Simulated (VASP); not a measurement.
The system is CdS.

```
Cd S
1.0
     3.89844    0.00000    0.00000
     0.00000    5.51149    0.00000
     0.00000    0.00000    3.89810
Cd S
2 2
Direct
  0.50000 0.50000 0.24303
  0.00000 0.00000 0.75697
  0.50000 0.00000 0.25516
  0.00000 0.50000 0.74484
```

Base run:

| Quantity | Value |
| --- | --- |
| Program | VASP 6.6.1 |
| Functional | PBEsol |
| Potentials or basis | VASP PAW PBE potentials, release 64 (Cd, S) |
| Cutoff | 520 eV |
| k mesh | 6 × 4 × 6 |
| Occupations | gaussian, width 0.01 eV |
| Spin | no spin polarisation |

Its results: band gap on the k mesh 0.13 eV; pressure -4.2 GPa; largest force 0.028 eV/Å.

Q: The run is repeated on the same cell with these changes: functional from PBEsol to BLYP; further incar settings from ALGO = Normal; EDIFF = 1e-07; NBANDS = 26 to ALGO = Normal; EDIFF = 1e-06; NBANDS = 26. What comes out?

A: Band gap on the k mesh 0.17 eV; pressure 4.2 GPa; largest force 0.025 eV/Å.

Caveats: the PAW data sets were made with another functional, which shifts forces and pressure a little; the cell stands under tension (at least some runs); the cell stands under pressure (at least some runs).

A k mesh can miss the band edges.
